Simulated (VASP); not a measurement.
## Ge: single point with LDA

Ge:

```
Ge
1.0
    -0.11244    2.81091    2.84830
     2.81091   -0.11244    2.84830
     2.69848    2.69848    0.00000
Ge
2
Direct
  0.50000 0.50000 0.50000
  0.75000 0.75000 0.75000
```

This cell differs from its parent crystal: engineering shear strain xy -0.0800, normal strain along z +0.0133.

- Program: VASP 6.6.1
- Task: single point
- Functional: LDA
- Potentials or basis: VASP PAW LDA potentials, release 64 (Ge_d)
- Cutoff: 520 eV
- k mesh: 14 × 14 × 14
- Occupations: gaussian, width 0.15 eV
- Spin: no spin polarisation

```
Pressure               : -0.1 GPa
Largest force          : 0.677 eV/Å
Band gap on the k mesh : zero (bands 14 and 15 overlap by 0.26 eV)
```

Forces in eV/Å, atoms in the order of the input:
```
Ge   0.000  0.000 -0.677
Ge   0.000  0.000  0.677
```

Stress tensor (GPa, compression positive):
```
 0.33  6.69  0.00
 6.69  0.33  0.00
 0.00  0.00 -0.88
```

Levels at points of the mesh, in eV from the Fermi level:
```
           k point  band 12  band 13  band 14  band 15  band 16  band 17
(0.00, 0.00, 0.00)    -0.24    -0.10     0.00     0.17     1.94     2.83
(0.50, 0.00, 0.00)    -7.52    -1.25    -1.12     0.39     3.59     4.30
(0.50, 0.50, 0.00)    -8.59    -3.39    -2.58     0.32     1.28     9.43
(0.00, 0.00, 0.50)    -7.77    -1.67    -1.47    -0.20     3.36     3.90
(0.50, 0.00, 0.50)    -8.90    -3.09    -3.09     0.65     0.65     9.16
```

Wall time 7.5 min on 1 thread of Intel Xeon 8259CL, with other jobs on the host, peak memory 0.39 GiB.

Caveat: the cell differs from its parent crystal (engineering shear strain xy -0.0800, normal strain along z +0.0133); semilocal functionals underestimate gaps, and a narrow one can read as zero.
